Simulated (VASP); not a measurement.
# Bi (Fm-3m) in VASP: notebook

Bi is run at these levels: LDA; tasks: single point.

All numbers are computed with VASP 6.6.1; they aren't measurements. Logs are shortened: lines on timing, memory, paths and dates and some standing lists are left out, and cuts for length are marked.

## 1. The cell of the first run

The structure is cubic, space group Fm-3m (No. 225). Conventional cell: a = 4.840 Å, b = 4.840 Å, c = 4.840 Å, α = 90.00°, β = 90.00°, γ = 90.00°. Bi (site symmetry m-3m) has 12 Bi at 3.42 Å within 4.5 Å.

## 2. Single point, LDA (volume scaled by 0.96)

INCAR

```
PREC = Accurate ; ENCUT = 520
EDIFF = 1E-7 ; ISMEAR = -1
SIGMA = 0.1 ; LREAL = F
LASPH = T ; NELM = 100
ALGO = Normal ; ISIF = 2
LWAVE = F ; LCHARG = F
GGA = CA ; NBANDS = 14
```

KPOINTS

```
regular mesh
0
Gamma
  13 13 13
```

POSCAR

```
Bi
1.0
    0.0000000000      2.4202250578      2.4202250578
    2.4202250578      0.0000000000      2.4202250578
    2.4202250578      2.4202250578      0.0000000000
Bi
1
Direct
    0.0000000000      0.0000000000      0.0000000000
```

Potentials or basis: VASP PAW LDA potentials, release 64 (Bi_d).

Command:

```sh
$ cat potpaw_LDA.64/Bi_d/POTCAR > POTCAR
$ mpirun -np 1 vasp_std > vasp.out
```

OUTCAR:

```text
PREC = Accurate
   ENCUT = 520
   EDIFF = 1E-7
   ISMEAR = -1
   LREAL = F
   LASPH = T
   NELM = 100
   ISIF = 2
   GGA = CA

 ion  position               nearest neighbor table
   1  0.000  0.000  0.000-

  LATTYP: Found a face centered cubic cell.
 ALAT       =     4.8404501156

  Lattice vectors:

 A1 = (   0.0000000000,   2.4202250578,   2.4202250578)
 A2 = (   2.4202250578,   0.0000000000,   2.4202250578)
 A3 = (   2.4202250578,   2.4202250578,   0.0000000000)

Analysis of symmetry for initial positions (statically):
=====================================================================
 Subroutine PRICEL returns:
 Original cell was already a primitive cell.

 Routine SETGRP: Setting up the symmetry group for a
 face centered cubic supercell.

 Subroutine GETGRP returns: Found 48 space group operations
 (whereof 48 operations were pure point group operations)
 out of a pool of 48 trial point group operations.

The static configuration has the point symmetry O_h .

Analysis of symmetry for dynamics (positions and initial velocities):
=====================================================================
 Subroutine PRICEL returns:
 Original cell was already a primitive cell.

 Routine SETGRP: Setting up the symmetry group for a
 face centered cubic supercell.

 Subroutine GETGRP returns: Found 48 space group operations
 (whereof 48 operations were pure point group operations)
 out of a pool of 48 trial point group operations.

The dynamic configuration has the point symmetry O_h .

 Subroutine INISYM returns: Found 48 space group operations
 (whereof 48 operations are pure point group operations),
 and found     1 'primitive' translations

----------------------------------------------------------------------------------------

                                     Primitive cell

  volume of cell :      28.3529

  direct lattice vectors                    reciprocal lattice vectors
     0.000000000  2.420225058  2.420225058    -0.206592357  0.206592357  0.206592357
     2.420225058  0.000000000  2.420225058     0.206592357 -0.206592357  0.206592357
     2.420225058  2.420225058  0.000000000     0.206592357  0.206592357 -0.206592357

  length of vectors
     3.422715101  3.422715101  3.422715101     0.357828459  0.357828459  0.357828459

  position of ions in fractional coordinates (direct lattice)
     0.000000000  0.000000000  0.000000000

  ion indices of the primitive-cell ions
   primitive index   ion index
                 1           1

[... 82 lines left out ...]
   NELECT =      15.0000    total number of electrons
   NUPDOWN=      -1.0000    fix difference up-down
   EMIN   =  10.00;   EMAX   =-10.00  energy-range for DOS
   EFERMI =   0.00;   METHOD = LEGACY
   ISMEAR =    -1;   SIGMA  =   0.10  broadening in eV -4-tet -1-fermi 0-gaus
   EFERMI_NEDOS =   21; number of points for ismear=-14 and -15
   IALGO  =     38    algorithm
   IMIX   =      4    mixing-type and parameters
     AMIX     =   0.40;   BMIX     =  1.00
     AMIX_MAG =   1.60;   BMIX_MAG =  1.00
  volume/ion in A,a.u.               =      28.35       191.33
  Fermi-wavevector in a.u.,A,eV,Ry     =   1.324055  2.502102 23.852683  1.753123
  Thomas-Fermi vector in A             =   2.453618
   LORBIT       =      0    0 simple, 1 ext, 2 COOP (PROOUT), +10 PAW based schemes
   GGA     = CA    functional components
   LHFCALC =     F    Hartree Fock is set to
   AEXX    =    0.0000 exact exchange contribution
   IVDW    =     0    specifies the selected vdW correction
   LEPSILON=     F    determine dielectric tensor
   LRPA    =     F    only Hartree local field effects (RPA)
 non-spin polarized calculation
  energy-cutoff  :      520.00
  volume of cell :       28.35
 maximum number of plane-waves:       774
 NGX is ok and might be reduce to    28
   NGX = 13   NGY = 13   NGZ = 13

 number of electron      14.9999997 magnetization

 Free energy of the ion-electron system (eV)
  ---------------------------------------------------
  ext. energy  EPLUGINS =         0.00000000
  ---------------------------------------------------
  free energy    TOTEN  =        -4.40265602 eV

  energy without entropy =       -4.37685009  energy(sigma->0) =       -4.38975306

 E-fermi :   8.9365     XC(G=0): -10.9816

 val. band max:        8.8928735968   @ k =  -0.1538   0.1538   0.0000
 cond. band min:       8.9548607396   @ k =   0.4615   0.2308   0.0000
 fundamental gap:      0.0619871429
 Fermi energy:         8.9365181950

 k-point     1 :       0.0000    0.0000    0.0000
  band No.  band energies     occupation
      1     -14.1329      2.00000
      2     -14.1329      2.00000
      3     -14.1329      2.00000
      4     -14.0329      2.00000
      5     -14.0329      2.00000
      6      -5.3289      2.00000
      7      14.5036      0.00000
      8      14.5036      0.00000
      9      14.5036      0.00000
     10      18.0271      0.00000
     11      19.0636      0.00000
     12      20.3329      0.00000
     13      20.3329      0.00000
     14      20.3329      0.00000
[... 377 lines left out ...]
      1     -14.1459      2.00000
      2     -14.0964      2.00000
      3     -14.0779      2.00000
      4     -13.9840      2.00000
      5     -13.9312      2.00000
      6      -2.1373      2.00000
      7       4.3488      2.00000
      8      10.4063      0.00000
      9      11.5417      0.00000
     10      15.6845      0.00000
     11      19.9202      0.00000
     12      21.0607      0.00000
     13      21.7926      0.00000
     14      22.4467      0.00000

 [... further k-points ...]

------------------------ aborting loop because EDIFF is reached ----------------------------------------

  FORCE on cell =-STRESS in cart. coord.  units (eV):
  Direction    XX          YY          ZZ          XY          YZ          ZX
  --------------------------------------------------------------------------------------
  -------------------------------------------------------------------------------------
  Total        0.5224050      0.5224050      0.5224050     -0.0000000     -0.0000000     -0.0000000
  in kB       29.5202942     29.5202942     29.5202942     -0.0000000     -0.0000000     -0.0000000
  external PRESSURE =      29.5202942 kB  Pullay stress =       0.0000000 kB

 VOLUME and BASIS-vectors are now :
 -----------------------------------------------------------------------------
  energy-cutoff  :      520.00
  volume of cell :       28.35
      direct lattice vectors                 reciprocal lattice vectors
     0.000000000  2.420225058  2.420225058    -0.206592357  0.206592357  0.206592357
     2.420225058  0.000000000  2.420225058     0.206592357 -0.206592357  0.206592357
     2.420225058  2.420225058  0.000000000     0.206592357  0.206592357 -0.206592357

 POSITION                                       TOTAL-FORCE (eV/Angst)
 -----------------------------------------------------------------------------------
      0.00000      0.00000      0.00000        -0.000000      0.000000      0.000000
 -----------------------------------------------------------------------------------
    total drift:                               -0.000000     -0.000000     -0.000000

  FREE ENERGIE OF THE ION-ELECTRON SYSTEM (eV)
  ---------------------------------------------------
  free  energy   TOTEN  =        -4.4026560224 eV

  energy  without entropy=       -4.3768500889  energy(sigma->0) =       -4.38975306
```

OSZICAR:

```text
N       E                     dE             d eps       ncg     rms          rms(c)
DAV:   1     0.114146217127E+03    0.11415E+03   -0.76784E+03  2364   0.128E+03
DAV:   2     0.203433985060E+01   -0.11211E+03   -0.10859E+03  2538   0.344E+02
DAV:   3    -0.426584117361E+01   -0.63002E+01   -0.62797E+01  2970   0.788E+01
DAV:   4    -0.440641407895E+01   -0.14057E+00   -0.14054E+00  2928   0.125E+01
DAV:   5    -0.441215679824E+01   -0.57427E-02   -0.57426E-02  3332   0.230E+00    0.445E-01
DAV:   6    -0.440523189263E+01    0.69249E-02   -0.72722E-03  3176   0.123E+00    0.245E-01
DAV:   7    -0.440278171682E+01    0.24502E-02   -0.38263E-03  3132   0.884E-01    0.664E-02
DAV:   8    -0.440265578144E+01    0.12594E-03   -0.33550E-04  3118   0.280E-01    0.632E-03
DAV:   9    -0.440265587521E+01   -0.93772E-07   -0.70037E-06  3624   0.322E-02    0.310E-03
DAV:  10    -0.440265602160E+01   -0.14639E-06   -0.23265E-07  2648   0.510E-03    0.282E-04
DAV:  11    -0.440265602238E+01   -0.78489E-09   -0.18665E-08  2130   0.160E-03
   1 F= -.44026560E+01 E0= -.43897531E+01  d E =-.258059E-01
```

Run time: 20 s. Hardware: 1 thread of Intel Xeon Platinum 8488C (Sapphire Rapids), shared host; peak memory 0.15 GiB.

Results:

```yaml
Free_energy: -4.4027 eV
Pressure: 3.0 GPa
```

Levels at points of the mesh, in eV from the Fermi level:
| k point | band 4 | band 5 | band 6 | band 7 | band 8 | band 9 | band 10 | band 11 |
| --- | --- | --- | --- | --- | --- | --- | --- | --- |
| (0.00, 0.00, 0.00) | -22.97 | -22.97 | -14.27 | 5.57 | 5.57 | 5.57 | 9.09 | 10.13 |

Caveat: the cell differs from its parent crystal (volume scaled by 0.96); spin-orbit coupling is left out, which moves the levels of the heavy elements.

## 3. Single point, LDA

This run uses another cell than the first one, of 29.53 Å³/atom, 1.042 times its volume.

INCAR

```
SYSTEM = Bi
PREC = Accurate ; ENCUT = 520
EDIFF = 1E-6 ; ISMEAR = -1
SIGMA = 0.1 ; LREAL = .False.
LASPH = .True. ; NELM = 100
ALGO = Normal ; ISIF = 2
LWAVE = .False. ; LCHARG = .False.
GGA = CA ; NBANDS = 14
```

KPOINTS

```
regular mesh
0
Gamma
  13 13 13
  0 0 0
```

POSCAR

```
Bi
1.0
    0.0000000000      2.4533829460      2.4533829460
    2.4533829460      0.0000000000      2.4533829460
    2.4533829460      2.4533829460      0.0000000000
Bi
1
Direct
    0.0000000000      0.0000000000      0.0000000000
```

Potentials or basis: VASP PAW LDA potentials, release 64 (Bi_d).

Command:

```sh
$ cat potpaw_LDA.64/Bi_d/POTCAR > POTCAR
$ mpirun -np 1 vasp_std > vasp.out
```

Run time: 17 s. Hardware: 1 thread of Intel Xeon Platinum 8488C (Sapphire Rapids), shared host; peak memory 0.15 GiB.

Results (log left out):

```yaml
Free_energy: -4.4142 eV
Pressure: 0.2 GPa
```

Levels at points of the mesh, in eV from the Fermi level:
```csv
k point,band 5,band 6,band 7,band 8,band 9,band 10
"(0.00, 0.00, 0.00)",-22.95,-13.96,5.27,5.27,5.27,9.13
```

Caveat: spin-orbit coupling is left out, which moves the levels of the heavy elements.

## 4. Single point, LDA (volume scaled by 1.04)

INCAR

```
PREC = Accurate ; ENCUT = 520
EDIFF = 1E-7 ; ISMEAR = -1
SIGMA = 0.1 ; LREAL = False
LASPH = True ; NELM = 60
ALGO = Normal ; ISIF = 2
LWAVE = False ; LCHARG = True
LELF = True ; LVHAR = True
NBANDS = 14
```

KPOINTS

```
regular mesh
0
Gamma
  13 13 13
```

POSCAR

```
Bi
1.0
    0.0000000000      2.4856680029      2.4856680029
    2.4856680029      0.0000000000      2.4856680029
    2.4856680029      2.4856680029      0.0000000000
Bi
1
Direct
    0.0000000000      0.0000000000      0.0000000000
```

Potentials or basis: VASP PAW LDA potentials, release 64 (Bi_d).

Command:

```sh
$ cat potpaw_LDA.64/Bi_d/POTCAR > POTCAR
$ mpirun -np 1 vasp_std > vasp.out
```

OUTCAR:

```text
PREC = Accurate
   ENCUT = 520
   EDIFF = 1E-7
   ISMEAR = -1
   LREAL = False
   LASPH = True
   NELM = 60
   ISIF = 2

 ion  position               nearest neighbor table
   1  0.000  0.000  0.000-

  LATTYP: Found a face centered cubic cell.
 ALAT       =     4.9713360058

  Lattice vectors:

 A1 = (   0.0000000000,   2.4856680029,   2.4856680029)
 A2 = (   2.4856680029,   0.0000000000,   2.4856680029)
 A3 = (   2.4856680029,   2.4856680029,   0.0000000000)

Analysis of symmetry for initial positions (statically):
=====================================================================
 Subroutine PRICEL returns:
 Original cell was already a primitive cell.

 Routine SETGRP: Setting up the symmetry group for a
 face centered cubic supercell.

 Subroutine GETGRP returns: Found 48 space group operations
 (whereof 48 operations were pure point group operations)
 out of a pool of 48 trial point group operations.

The static configuration has the point symmetry O_h .

Analysis of symmetry for dynamics (positions and initial velocities):
=====================================================================
 Subroutine PRICEL returns:
[... 159 lines left out ...]
 fundamental gap:      0.0611526827
 Fermi energy:         7.8934928303

 k-point     1 :       0.0000    0.0000    0.0000
  band No.  band energies     occupation
      1     -15.1189      2.00000
      2     -15.1189      2.00000
      3     -15.1189      2.00000
      4     -15.0437      2.00000
      5     -15.0437      2.00000
      6      -5.7874      2.00000
      7      12.8871      0.00000
      8      12.8871      0.00000
      9      12.8871      0.00000
     10      17.0272      0.00000
     11      17.0438      0.00000
     12      18.8341      0.00000
     13      18.8341      0.00000
     14      18.8341      0.00000
[... 377 lines left out ...]
      1     -15.1268      2.00000
      2     -15.0885      2.00000
      3     -15.0766      2.00000
      4     -15.0038      2.00000
      5     -14.9645      2.00000
      6      -2.9856      2.00000
      7       3.6409      2.00000
      8       9.1857      0.00000
      9      10.2652      0.00000
     10      14.5563      0.00000
     11      18.2301      0.00000
     12      19.5468      0.00000
     13      20.3188      0.00000
     14      20.9971      0.00000

 [... further k-points ...]
[... 5 lines left out ...]
  --------------------------------------------------------------------------------------
  -------------------------------------------------------------------------------------
  Total       -0.4171143     -0.4171143     -0.4171143     -0.0000000      0.0000000     -0.0000000
  in kB      -21.7573637    -21.7573637    -21.7573637     -0.0000000      0.0000000     -0.0000000
  external PRESSURE =     -21.7573637 kB  Pullay stress =       0.0000000 kB

 VOLUME and BASIS-vectors are now :
 -----------------------------------------------------------------------------
  energy-cutoff  :      520.00
  volume of cell :       30.72
      direct lattice vectors                 reciprocal lattice vectors
     0.000000000  2.485668003  2.485668003    -0.201153171  0.201153171  0.201153171
     2.485668003  0.000000000  2.485668003     0.201153171 -0.201153171  0.201153171
     2.485668003  2.485668003  0.000000000     0.201153171  0.201153171 -0.201153171

 POSITION                                       TOTAL-FORCE (eV/Angst)
 -----------------------------------------------------------------------------------
      0.00000      0.00000      0.00000         0.000000     -0.000000     -0.000000
 -----------------------------------------------------------------------------------
    total drift:                               -0.000000     -0.000000     -0.000000

  FREE ENERGIE OF THE ION-ELECTRON SYSTEM (eV)
  ---------------------------------------------------
  free  energy   TOTEN  =        -4.4069984823 eV

  energy  without entropy=       -4.3799516914  energy(sigma->0) =       -4.39347509
```

OSZICAR:

```text
N       E                     dE             d eps       ncg     rms          rms(c)
DAV:   1     0.115388880687E+03    0.11539E+03   -0.77018E+03  2390   0.124E+03
DAV:   2     0.247913271141E+01   -0.11291E+03   -0.10909E+03  2496   0.341E+02
DAV:   3    -0.424651352889E+01   -0.67256E+01   -0.66895E+01  2960   0.799E+01
DAV:   4    -0.440964286551E+01   -0.16313E+00   -0.16307E+00  3022   0.132E+01
DAV:   5    -0.441626963634E+01   -0.66268E-02   -0.66265E-02  3300   0.245E+00    0.441E-01
DAV:   6    -0.440933959497E+01    0.69300E-02   -0.84743E-03  3152   0.124E+00    0.254E-01
DAV:   7    -0.440709816318E+01    0.22414E-02   -0.46718E-03  3072   0.910E-01    0.716E-02
DAV:   8    -0.440699798185E+01    0.10018E-03   -0.41137E-04  3102   0.316E-01    0.880E-03
DAV:   9    -0.440699836957E+01   -0.38773E-06   -0.10913E-05  3316   0.443E-02    0.358E-03
DAV:  10    -0.440699848033E+01   -0.11075E-06   -0.91944E-07  3260   0.124E-02    0.287E-04
DAV:  11    -0.440699848226E+01   -0.19338E-08   -0.24486E-08  2148   0.174E-03
   1 F= -.44069985E+01 E0= -.43934751E+01  d E =-.270468E-01
```

stdout:

```text
POSCAR found type information on POSCAR Bi
 POSCAR found :  1 types and       1 ions
 scaLAPACK will be used
 LDA part: xc-table for (Slater(with rela. corr.)+CA(PZ))
 , standard interpolation
 POSCAR, INCAR and KPOINTS ok, starting setup
 FFT: planning ... GRIDC
 FFT: planning ... GRID_SOFT
 FFT: planning ... GRID
 WAVECAR not read
 entering main loop
```

Wall time 21 s (1 thread of Intel Xeon Platinum 8488C (Sapphire Rapids), shared host); peak memory 0.16 GiB.

What came out:

```
Free energy : -4.4070 eV
Pressure    : -2.2 GPa
```

Levels at points of the mesh, in eV from the Fermi level:
```csv
k point,band 4,band 5,band 6,band 7,band 8,band 9,band 10,band 11
"(0.00, 0.00, 0.00)",-22.94,-22.94,-13.68,4.99,4.99,4.99,9.13,9.15
```

Caveat: the cell differs from its parent crystal (volume scaled by 1.04); spin-orbit coupling is left out, which moves the levels of the heavy elements.

## 5. Summary

```csv
cell,gap on the mesh (eV),pressure (GPa)
"a = 3.423 Å, angles 60.0°, 1 atom",none,3.0
"a = 3.470 Å, angles 60.0°, 1 atom",none,0.2
"a = 3.515 Å, angles 60.0°, 1 atom",none,-2.2
```

Alike in all rows: task single point; level LDA; potentials or basis VASP PAW LDA potentials, release 64 (Bi_d); no spin polarisation; k mesh 13 × 13 × 13; cutoff (eV) 520; smearing fermi-dirac 0.1 eV.

Caveats: spin-orbit coupling is left out, which moves the levels of the heavy elements.

Total energies depend on the potentials used, so only differences within one code and one set of settings carry meaning.
